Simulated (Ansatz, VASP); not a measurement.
## Au in VASP and in Ansatz

File INCAR:

```
SYSTEM = Au
ALGO = Normal
EDIFF = 1E-6
ENCUT = 500
GGA = PE
GGA_COMPAT = .False.
ISIF = 2
ISMEAR = 0
LASPH = .True.
LCHARG = .True.
LELF = .True.
LREAL = .False.
LVHAR = .True.
LWAVE = .False.
NBANDS = 12
NELM = 120
PREC = Accurate
SIGMA = 0.1
```

File KPOINTS:

```
k-points
0
Gamma
  6 6 6
  0 0 0
```

POSCAR

```
Au
1.0
    3.1865620132      0.0000000000      0.0000000000
    0.0000000000      3.1865620132      0.0000000000
    0.0000000000      0.0000000000      3.1865620132
Au
1
Direct
    0.0000000000      0.0000000000      0.0000000000
```

Input for Ansatz:

```yaml
crystal:
  lattice:
    - [3.1865620132, 0.0, 0.0]
    - [0.0, 3.1865620132, 0.0]
    - [0.0, 0.0, 3.1865620132]
  atoms:
    - { symbol: Au, position: [0.0, 0.0, 0.0] }
basis:
  ecutwfc: 420
kpoints:
  mp_grid: { grid: [6, 6, 6] }
hamiltonian:
  xc: pbe
scf:
  occupations: { method: gaussian, width: 0.1 }
output:
  forces: true
  stress: true
  eigenvalues: true
```

Alike in both runs: task single point; functional PBE; k mesh 6 × 6 × 6; occupations gaussian, width 0.1 eV; no spin polarisation.

```csv
,VASP,Ansatz
version,VASP 6.6.1,Ansatz 0.2.0
potentials or method,"VASP PAW PBE potentials, release 64 (Au), cutoff 500 eV","scalar-relativistic, plane waves, PAW"
valence electrons in the cell,11,19
```

|  | VASP | Ansatz | Ansatz less VASP |
| --- | --- | --- | --- |
| gap on the k mesh at the Fermi level (eV) | none | none | - |
| pressure (GPa) | -12.8 | -12.8 | +0.01 |

A gap of «none» marks a metal or a gap that the smearing closes. VASP's potentials hold 11 valence electrons a cell and Ansatz's 19, so a difference there can come from the potentials and not from the codes.

Neither program's run includes spin-orbit coupling.
